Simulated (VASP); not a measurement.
Write the native input for VASP 6.6.1 that does the following.

- Task: single point
- Functional: r2SCAN
- Potentials or basis: VASP PAW PBE potentials, release 64 (Pb_d, Se)
- Cutoff: 520 eV
- k mesh: 7 × 7 × 7
- Occupations: fermi-dirac, width 0.05 eV
- Spin: no spin polarisation
- Dipole correction: no
- Further INCAR settings: ALGO = Normal; EDIFF = 1e-06; NBANDS = 17

PbSe:

```
Pb Se
1.0
     3.78432    0.00000    0.00000
     0.00000    3.78432    0.00000
     0.00000    0.00000    3.78432
Pb Se
1 1
Direct
  0.00000 0.00000 0.00000
  0.50000 0.50000 0.50000
```

One way to write it, as run:

POSCAR

```
PbSe
1.0
    3.7843220000      0.0000000000      0.0000000000
    0.0000000000      3.7843220000      0.0000000000
    0.0000000000      0.0000000000      3.7843220000
Pb Se
1 1
Direct
    0.0000000000      0.0000000000      0.0000000000
    0.5000000000      0.5000000000      0.5000000000
```

INCAR.step1

```
SYSTEM = PbSe
PREC     = Accurate       ! precision mode
ENCUT    = 520            ! plane-wave cutoff, eV
ISMEAR   = -1             ! smearing method
SIGMA    = 0.05           ! smearing width, eV
LREAL    = .FALSE.        ! projectors in reciprocal space
LASPH    = .TRUE.         ! aspherical terms in the spheres
NELM     = 80             ! most SCF steps
NBANDS   = 17             ! bands
GGA      = PE             ! functional
ALGO     = Normal         ! electronic algorithm
EDIFF    = 1E-4           ! SCF threshold, eV
LWAVE    = .TRUE.         ! write WAVECAR
LCHARG   = .FALSE.        ! write CHGCAR
```

INCAR.step2

```
SYSTEM = PbSe
PREC     = Accurate       ! precision mode
ENCUT    = 520            ! plane-wave cutoff, eV
EDIFF    = 1E-6           ! SCF threshold, eV
ISMEAR   = -1             ! smearing method
SIGMA    = 0.05           ! smearing width, eV
LREAL    = .FALSE.        ! projectors in reciprocal space
LASPH    = .TRUE.         ! aspherical terms in the spheres
NELM     = 80             ! most SCF steps
ALGO     = Normal         ! electronic algorithm
ISIF     = 2              ! what is computed and relaxed
LWAVE    = .FALSE.        ! write WAVECAR
LCHARG   = .FALSE.        ! write CHGCAR
METAGGA  = R2SCAN         ! meta-GGA
LMIXTAU  = .TRUE.       
NBANDS   = 17             ! bands
ISTART   = 1
```

KPOINTS

```
regular mesh
0
G
  7 7 7
  0 0 0
```

Potentials or basis: VASP PAW PBE potentials, release 64 (Pb_d, Se).

Launch:

```bash
$ cat potpaw_PBE.64/Pb_d/POTCAR potpaw_PBE.64/Se/POTCAR > POTCAR
$ cp INCAR.step1 INCAR
$ mpirun -np 1 vasp_std > vasp.out
$ cp INCAR.step2 INCAR
$ mpirun -np 1 vasp_std > vasp.out
```

It gave:

```yaml
Pressure: -0.7 GPa
Band_gap_on_the_k_mesh: 0.08 eV, indirect (least direct gap 1.33 eV)
```

Caveat: the PAW data sets were made with another functional, which shifts forces and pressure a little; spin-orbit coupling is left out, which moves the levels of the heavy elements.

Run time: 52 s on 1 thread of AMD EPYC 7R13 Processor (Zen 3) (shared host), peak memory 0.14 GiB.
